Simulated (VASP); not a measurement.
Write the native input for VASP 6.6.1 that does the following.

| Item | Value |
| --- | --- |
| Task | relaxation of cell and atoms |
| Functional | PBE |
| Potentials or basis | VASP PAW PBE potentials, release 64 (Sc_sv, Ga_d, As) |
| Cutoff | 600 eV |
| k mesh | 4 × 4 × 1 |
| Occupations | gaussian, width 0.2 eV |
| Spin | no spin polarisation |
| Dipole correction | no |
| Further INCAR settings | LREAL = Auto; ALGO = Fast; EDIFF = 1e-06; IBRION = 2; EDIFFG = -0.08; NSW = 36; ISIF = 3 |

The structure of Sc2Ga5As lies in POSCAR:

```
Sc2Ga5As
1.0
    4.0500000000      0.0000000000      0.0000000000
    0.0000000000      4.0500000000      0.0000000000
    0.0000000000      0.0000000000     17.8500000000
Sc Ga As
4 10 2
Direct
    0.0000000000      0.5000000000      0.9250000000
    0.5000000000      0.0000000000      0.0750000000
    0.5000000000      0.0000000000      0.3050000000
    0.0000000000      0.5000000000      0.6950000000
    0.0000000000      0.0000000000      0.1900000000
    0.5000000000      0.5000000000      0.1900000000
    0.5000000000      0.5000000000      0.8100000000
    0.0000000000      0.0000000000      0.8100000000
    0.0000000000      0.5000000000      0.3050000000
    0.5000000000      0.5000000000      0.5800000000
    0.5000000000      0.5000000000      0.4200000000
    0.0000000000      0.0000000000      0.5800000000
    0.0000000000      0.0000000000      0.4200000000
    0.5000000000      0.0000000000      0.6950000000
    0.0000000000      0.5000000000      0.0750000000
    0.5000000000      0.0000000000      0.9250000000
```

One way to write it, as run:

INCAR

```
SYSTEM = Sc2Ga5As
  PREC = Accurate
  ENCUT = 600
  EDIFF = 1E-6
  ISMEAR = 0
  SIGMA = 0.2
  LREAL = Auto
  LASPH = .TRUE.
  NELM = 60
  ALGO = Fast
  ISIF = 3
  LWAVE = .FALSE.
  LCHARG = .FALSE.
  GGA = PE
  IBRION = 2
  NSW = 36
  EDIFFG = -0.08
```

KPOINTS

```
Automatic mesh
0
G
  4 4 1
  0 0 0
```

Potentials or basis: VASP PAW PBE potentials, release 64 (Sc_sv, Ga_d, As).

Command:

```console
$ cat potpaw_PBE.64/Sc_sv/POTCAR potpaw_PBE.64/Ga_d/POTCAR potpaw_PBE.64/As/POTCAR > POTCAR
$ mpirun -np 1 vasp_std > vasp.out
```

Results of the run:

The relaxed volume is 18.42 Å³/atom, the relaxed cell is a = 4.054 Å, b = 4.054 Å, c = 17.927 Å, α = 90.00°, β = 90.00°, γ = 90.00° and the space group after relaxing (to 0.1 Å) is P4/nmm (No. 129). The energy gained by relaxing is 23.5 meV/atom. The ionic steps are 11. The pressure after relaxing is 0.3 GPa. The largest force after relaxing is 0.054 eV/Å. The band gap on the k mesh is zero (bands 92 and 93 overlap by 0.79 eV).

Caveat: the k points lie up to 0.39 Å⁻¹ apart in the final cell, too coarse for converged energies and pressures of a metal; the relaxation stopped at a loose force limit of 0.08 eV/Å, so its end isn't a converged minimum.

It took 22 min on 1 thread of Intel(R) Xeon(R) 6975P-C (Granite Rapids), with other jobs on the host, peak memory 0.52 GiB.
